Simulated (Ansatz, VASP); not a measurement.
**Two plane-wave programs on CdS**

```xyz
2
Lattice="0.0000 2.7532 2.7532 2.7532 0.0000 2.7532 2.7532 2.7532 0.0000" Properties=species:S:1:pos:R:3 pbc="T T T"
Cd    0.0000    0.0000    0.0000
S     2.7532    2.7532    2.7532
```

Alike in both runs: functional HSE06; k mesh 4 × 4 × 4; occupations gaussian, width 0.15 eV; no spin polarisation.

```csv
,VASP,Ansatz
version,VASP 6.6.1,Ansatz 0.2.0
potentials or method,"VASP PAW PBE potentials, release 64 (Cd, S)",Ansatz PAW
plane-wave cutoff (eV),400,420
valence electrons in the cell,18,26
task,single point,electron localisation function
```

|  | VASP | Ansatz | Ansatz less VASP |
| --- | --- | --- | --- |
| gap on the k mesh at the Fermi level (eV) | 1.21 | 1.23 | +0.018 |
| least direct gap on the mesh (eV) | 2.55 | 2.58 | +0.029 |
| pressure (GPa) | -2.1 | -1.9 | +0.22 |

With one functional, cell and mesh, what is left measures potentials, basis and numerics. VASP's potentials hold 18 valence electrons a cell and Ansatz's 26, so a difference there can come from the potentials and not from the codes.

The k mesh is coarse, so the values compare programs but aren't converged.
